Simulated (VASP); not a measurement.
# WSe2 in VASP: further runs, part 2 of 2

VASP 6.6.1.

**5. Relaxation of cell and atoms, PBEsol**

File INCAR:

```
SYSTEM = WSe2
ALGO = Normal ; EDIFF = 1E-6
EDIFFG = -0.001 ; ENCUT = 600
GGA = PS ; IBRION = 2
ISIF = 3 ; ISMEAR = 0
LASPH = .True. ; LCHARG = .False.
LREAL = .False. ; LWAVE = .False.
NELM = 100 ; NSW = 80
PREC = Accurate ; SIGMA = 0.01
```

File KPOINTS:

```
k-points
0
Gamma
  12 12 2
  0 0 0
```

File POSCAR:

```
WSe2
1.0
    3.2706140696      0.0000000000      0.0000000000
   -1.6353070348      2.8324348702      0.0000000000
    0.0000000000      0.0000000000     23.9834858084
W Se
2 4
Direct
    0.6666666667      0.3333333333      0.1376486612
    0.3333333333      0.6666666667      0.8623513388
    0.3333333333      0.6666666667      0.2073654559
    0.6666666667      0.3333333333      0.9321646883
    0.3333333333      0.6666666667      0.0678353117
    0.6666666667      0.3333333333      0.7926345441
```

Potentials or basis: VASP PAW PBE potentials, release 64 (W_sv, Se).

On the command line:

```sh
cat potpaw_PBE.64/W_sv/POTCAR potpaw_PBE.64/Se/POTCAR > POTCAR
mpirun -np 1 vasp_std > vasp.out
```

OUTCAR:

```text
SYSTEM = WSe2
   EDIFF = 1E-6
   EDIFFG = -0.001
   ENCUT = 600
   GGA = PS
   IBRION = 2
   ISIF = 3
   ISMEAR = 0
   LASPH = .True.
   LREAL = .False.
   NELM = 100
   NSW = 80
   PREC = Accurate

 ion  position               nearest neighbor table
   1  0.667  0.333  0.138-   3 2.52   3 2.52   3 2.52   5 2.52   5 2.52   5 2.52
   2  0.333  0.667  0.862-   6 2.52   6 2.52   6 2.52   4 2.52   4 2.52   4 2.52
   3  0.333  0.667  0.207-   1 2.52   1 2.52   1 2.52
   4  0.667  0.333  0.932-   2 2.52   2 2.52   2 2.52
   5  0.333  0.667  0.068-   1 2.52   1 2.52   1 2.52
   6  0.667  0.333  0.793-   2 2.52   2 2.52   2 2.52

  LATTYP: Found a hexagonal cell.
 ALAT       =     3.2706140696
 C/A-ratio  =     7.3330222698

  Lattice vectors:

 A1 = (   3.2706140696,   0.0000000000,   0.0000000000)
 A2 = (  -1.6353070348,   2.8324348702,   0.0000000000)
[... 387 lines left out ...]

 number of electron      51.9999999 magnetization

 Free energy of the ion-electron system (eV)
  ---------------------------------------------------
  ext. energy  EPLUGINS =         0.00000000
  ---------------------------------------------------
  free energy    TOTEN  =       -46.51247295 eV

  energy without entropy =      -46.51247295  energy(sigma->0) =      -46.51247295

 E-fermi :   0.9764     XC(G=0):  -6.3483

 val. band max:        0.8901474028   @ k =   0.3333   0.3333   0.5000
 cond. band min:       2.3015054534   @ k =   0.1667   0.1667   0.0000
 fundamental gap:      1.4113580505
 Fermi energy:         0.9764149039

 k-point     1 :       0.0000    0.0000    0.0000
  band No.  band energies     occupation
      1     -73.1083      2.00000
      2     -73.1082      2.00000
      3     -37.3706      2.00000
      4     -37.3706      2.00000
      5     -37.2222      2.00000
      6     -37.2222      2.00000
[... 805 lines left out ...]
     30       3.2453      0.00000
     31       3.9579      0.00000

 [... further k-points ...]
[... 5 lines left out ...]
  --------------------------------------------------------------------------------------
  -------------------------------------------------------------------------------------
  Total       -0.0049443     -0.0049443     -0.0043027      0.0000000     -0.0000000     -0.0000000
  in kB       -0.0355755     -0.0355755     -0.0309588      0.0000000     -0.0000000     -0.0000000
  external PRESSURE =      -0.0340366 kB  Pullay stress =       0.0000000 kB
[... 21 lines left out ...]
  FREE ENERGIE OF THE ION-ELECTRON SYSTEM (eV)
  ---------------------------------------------------
  free  energy   TOTEN  =       -46.5124729493 eV

  energy  without entropy=      -46.5124729493  energy(sigma->0) =      -46.51247295

 reached required accuracy - stopping structural energy minimisation
```

OSZICAR:

```text
N       E                     dE             d eps       ncg     rms          rms(c)
DAV:   1     0.530620810359E+03    0.53062E+03   -0.29124E+04  2764   0.164E+03
DAV:   2    -0.998768431614E+01   -0.54061E+03   -0.53003E+03  3012   0.383E+02
DAV:   3    -0.471671480456E+02   -0.37179E+02   -0.36868E+02  2857   0.950E+01
[... 265 lines left out ...]
DAV:   1    -0.465124726549E+02   -0.47620E-07   -0.11108E-07  1178   0.320E-03    0.499E-04
DAV:   2    -0.465124726634E+02   -0.85265E-08   -0.24692E-08  1178   0.117E-03
  48 F= -.46512473E+02 E0= -.46512473E+02  d E =0.573591E-07
       N       E                     dE             d eps       ncg     rms          rms(c)
DAV:   1    -0.465124733845E+02   -0.72961E-06   -0.16747E-05  2622   0.400E-02    0.743E-03
DAV:   2    -0.465124729493E+02    0.43525E-06   -0.35078E-06  2025   0.124E-02
  49 F= -.46512473E+02 E0= -.46512473E+02  d E =-.285836E-06
```

Run time: 78 min. Hardware: 1 thread of Intel Xeon Platinum 8259CL at 2.50GHz (Skylake/Cascade Lake), shared host; peak memory 0.61 GiB.

Results:

```
Free energy                           : -46.5125 eV
Relaxed cell                          : a = 3.273 Å, b = 3.273 Å, c = 23.998 Å, α = 90.00°, β = 90.00°, γ = 120.00°
Space group after relaxing (to 0.1 Å) : P-3m1 (No. 164)
Energy gained by relaxing             : 0.1 meV/atom
Ionic steps                           : 49
Band gap on the k mesh                : 1.41 eV (least direct gap 1.64 eV)
```

The path:
| step | energy change (eV) | largest force (eV/Å) | pressure (GPa) | volume (Å³) |
| --- | --- | --- | --- | --- |
| 1 | 0.0000 | 0.0657 | 0.25 | 222.18 |
| 3 | -0.0006 | 0.0007 | 0.00 | 222.75 |
| 5 | -0.0006 | 0.0024 | 0.00 | 222.77 |
| 7 | -0.0006 | 0.0012 | 0.00 | 222.80 |
| 9 | -0.0006 | 0.0013 | -0.01 | 222.80 |
| 11 | -0.0006 | 0.0010 | -0.01 | 222.80 |
| 13 | -0.0006 | 0.0044 | 0.00 | 222.74 |
| 15 | -0.0006 | 0.0048 | 0.02 | 222.73 |
| 17 | -0.0006 | 0.0015 | 0.02 | 222.76 |
| 19 | -0.0006 | 0.0012 | -0.02 | 222.78 |
| 21 | -0.0006 | 0.0013 | -0.01 | 222.77 |
| 23 | -0.0006 | 0.0017 | 0.00 | 222.76 |
| 25 | -0.0006 | 0.0013 | 0.00 | 222.76 |
| 27 | -0.0006 | 0.0009 | -0.01 | 222.75 |
| 29 | -0.0006 | 0.0064 | -0.02 | 222.69 |
| 31 | -0.0006 | 0.0079 | -0.01 | 222.67 |
| 33 | -0.0006 | 0.0065 | -0.01 | 222.69 |
| 35 | -0.0006 | 0.0010 | -0.01 | 222.67 |
| 37 | -0.0006 | 0.0032 | 0.02 | 222.65 |
| 39 | -0.0006 | 0.0010 | 0.01 | 222.66 |
| 41 | -0.0006 | 0.0006 | 0.00 | 222.67 |
| 43 | -0.0006 | 0.0043 | -0.01 | 222.70 |
| 45 | -0.0006 | 0.0017 | -0.01 | 222.68 |
| 47 | -0.0006 | 0.0016 | 0.00 | 222.68 |
| 49 | -0.0006 | 0.0007 | 0.00 | 222.67 |

Final structure:
```
W Se
1.0
     3.27329    0.00000    0.00000
    -1.63665    2.83475    0.00000
     0.00000    0.00000   23.99752
W Se
2 4
Direct
  0.66667 0.33333 0.13765
  0.33333 0.66667 0.86235
  0.33333 0.66667 0.20743
  0.66667 0.33333 0.93223
  0.33333 0.66667 0.06777
  0.66667 0.33333 0.79257
```

Levels at points of the mesh, in eV from the valence-band top:
```tsv
k point	band 24	band 25	band 26	band 27	band 28	band 29
(0.00, 0.00, 0.00)	-1.21	-0.63	-0.01	2.98	2.98	3.01
(0.50, 0.00, 0.00)	-1.06	-0.95	-0.85	2.46	2.48	2.70
(0.00, 0.00, 0.50)	-1.21	-0.63	-0.01	2.98	2.98	3.01
(0.50, 0.00, 0.50)	-1.06	-0.95	-0.85	2.46	2.48	2.70
```

Caveat: the PAW data sets were made with another functional, which shifts forces and pressure a little; spin-orbit coupling is left out, which moves the levels of the heavy elements.

**6. The runs side by side**

```csv
task,cell,cutoff (eV),smearing,gap on the mesh (eV),largest force (eV/Å)
single point,"a = 3.271, b = 3.271, c = 23.983 Å, angles 90.0, 90.0, 120.0°, 6 atoms, atomic positions A",520,gaussian 0.02 eV,1.42,0.07
single point,"a = 3.271, b = 3.271, c = 24.703 Å, angles 90.0, 90.0, 120.0°, 6 atoms, atomic positions B",520,gaussian 0.02 eV,1.42,0.06
single point,"a = 3.271, b = 3.271, c = 25.424 Å, angles 90.0, 90.0, 120.0°, 6 atoms, atomic positions C",520,gaussian 0.02 eV,1.42,0.06
relaxation of cell and atoms,"relaxed from a = 3.271, b = 3.271, c = 23.983 Å, angles 90.0, 90.0, 120.0°, 6 atoms, atomic positions A",600,gaussian 0.01 eV,1.41,-
```

Alike in all rows: level PBEsol; potentials or basis VASP PAW PBE potentials, release 64 (W_sv, Se); no spin polarisation; k mesh 12 × 12 × 2.

Caveats: the PAW data sets were made with another functional, which shifts forces and pressure a little; spin-orbit coupling is left out, which moves the levels of the heavy elements.

Absolute energies hang on the potentials; compare differences alone.
